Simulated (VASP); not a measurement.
Crystal: In3Se.

```
CELL_PARAMETERS angstrom
4.80376 0.00000 0.00000
0.00000 4.80376 0.00000
0.00000 0.00000 4.80376
ATOMIC_POSITIONS crystal
In 0.50000 0.50000 0.00000
In 0.50000 0.00000 0.50000
In 0.00000 0.50000 0.50000
Se 0.00000 0.00000 0.00000
```

Program: VASP 6.6.1. Alike in all runs: task single point; potentials or basis VASP PAW PBE potentials, release 64 (In_d, Se); no spin polarisation; cell as given; cutoff (eV) 520.

Q: Order these runs on this cell by their pressure, lowest first.
A. level PBEsol+D3(BJ); k mesh 6 × 6 × 6; smearing fermi-dirac 0.05 eV
B. level PBEsol; k mesh 4 × 4 × 4; smearing fermi-dirac 0.05 eV
C. level HSE06; k mesh 3 × 3 × 3; smearing fermi-dirac 0.1 eV; grid for exact exchange (PRECFOCK) Normal; screening parameter 0.2079 1/Å

A: A (-4.9 GPa), B (-2.8 GPa), C (-0.7 GPa).

Caveats: some runs use coarse meshes; the PAW data sets were made with another functional, which shifts forces and pressure a little; three body term missing (some runs); pairwise dispersion overbinds metals, which lowers pressure and volume (some runs).
